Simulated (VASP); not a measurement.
BO:

```
B O
1.0
     1.32908    0.76735    2.24623
    -1.32908    0.76735    2.24623
     0.00000   -1.53469    2.24623
B O
1 1
Direct
  0.24217 0.24217 0.24217
  0.00000 0.00000 0.00000
```

* Program: VASP 6.6.1
* Task: relaxation of cell and atoms
* Functional: PBE
* Potentials or basis: VASP PAW PBE potentials, release 64 (B, O)
* Cutoff: 600 eV
* k mesh: 6 × 6 × 6
* Occupations: gaussian, width 0.1 eV
* Spin: no spin polarisation

At the start: pressure 19.7 GPa; volume 6.87 Å³/atom.

How do energy, volume and symmetry change on relaxing?

Over 17 steps the energy falls by 744.4 meV/atom and the volume is 8.01 Å³/atom (+16.6 %); space group R3m (No. 160, to 0.1 Å) before and after.

Step by step:
```csv
step,energy change (eV),largest force (eV/Å),pressure (GPa),volume (Å³)
1,0.0000,0.0606,19.70,13.75
2,-0.1148,0.3102,-4.62,15.49
3,-0.1154,0.3683,-5.73,15.68
4,-0.3931,1.2190,-12.36,16.17
5,-1.1534,1.6892,-21.49,17.07
6,-0.6727,1.0723,-8.25,17.76
7,-1.3624,1.1287,-19.50,17.35
8,-1.4528,0.3601,-10.17,16.90
9,-1.4536,0.2927,-9.31,16.87
10,-1.4748,0.1422,-6.36,16.59
11,-1.4869,0.0362,-2.49,16.24
12,-1.4875,0.0726,-1.52,16.16
13,-1.4875,0.0786,-1.42,16.14
14,-1.4883,0.0637,-0.59,16.08
15,-1.4887,0.0488,0.22,16.02
16,-1.4887,0.0466,0.31,16.02
17,-1.4888,0.0060,0.01,16.03
```

Final structure:
```
B O
1.0
     1.21143    0.69942    3.15229
    -1.21143    0.69942    3.15229
     0.00000   -1.39884    3.15229
B O
1 1
Direct
  0.25829 0.25829 0.25829
  0.98388 0.98388 0.98388
```

Caveat: the k points lie up to 0.51 Å⁻¹ apart in the final cell, too coarse for converged energies and pressures of a metal; the volume moved by over 15 % at a fixed basis, so the end points are rough; an odd number of electrons without spin polarisation forces a metal; a magnetic or distorted state may lie lower.
